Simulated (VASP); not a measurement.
Write the native input for VASP 6.6.1 that does the following.

```
Task                   : single point
Functional             : PBEsol
Potentials or basis    : VASP PAW PBE potentials, release 64 (K_sv, Cl)
Cutoff                 : 520 eV
k mesh                 : 6 × 6 × 6
Occupations            : fermi-dirac, width 0.03 eV
Spin                   : no spin polarisation
Dipole correction      : no
Further INCAR settings : ALGO = Normal; EDIFF = 1e-07; NBANDS = 15
```

The structure of KCl lies in POSCAR:

```
KCl
1.0
    0.0000000000      3.4758511889      3.4758511889
    3.4758511889      0.0000000000      3.4758511889
    3.4758511889      3.4758511889      0.0000000000
K Cl
1 1
Direct
    0.0000000000      0.0000000000      0.0000000000
    0.2500000000      0.2500000000      0.2500000000
```

One way to write it, as run:

INCAR

```
SYSTEM = KCl
PREC = Accurate
ENCUT = 520
EDIFF = 1E-7
ISMEAR = -1
SIGMA = 0.03
LREAL = .FALSE.
LASPH = .TRUE.
NELM = 60
ALGO = Normal
ISIF = 2
LWAVE = .FALSE.
LCHARG = .TRUE.
GGA = PS
LELF = .TRUE.
LVHAR = .TRUE.
NBANDS = 15
```

KPOINTS

```
regular mesh
0
G
  6 6 6
  0 0 0
```

Potentials or basis: VASP PAW PBE potentials, release 64 (K_sv, Cl).

Run with:

```bash
$ cat potpaw_PBE.64/K_sv/POTCAR potpaw_PBE.64/Cl/POTCAR > POTCAR
$ mpirun -np 1 vasp_std > vasp.out
```

It gave:

```yaml
Pressure: 0.0 GPa
Band_gap_on_the_k_mesh: 4.84 eV (least direct gap 4.89 eV)
```

Caveat: the PAW data sets were made with another functional, which shifts forces and pressure a little.

It took 54 s on 1 thread of Intel(R) Xeon(R) Platinum 8259CL CPU @ 2.50GHz (Skylake/Cascade Lake), on a shared host, peak memory 0.23 GiB.
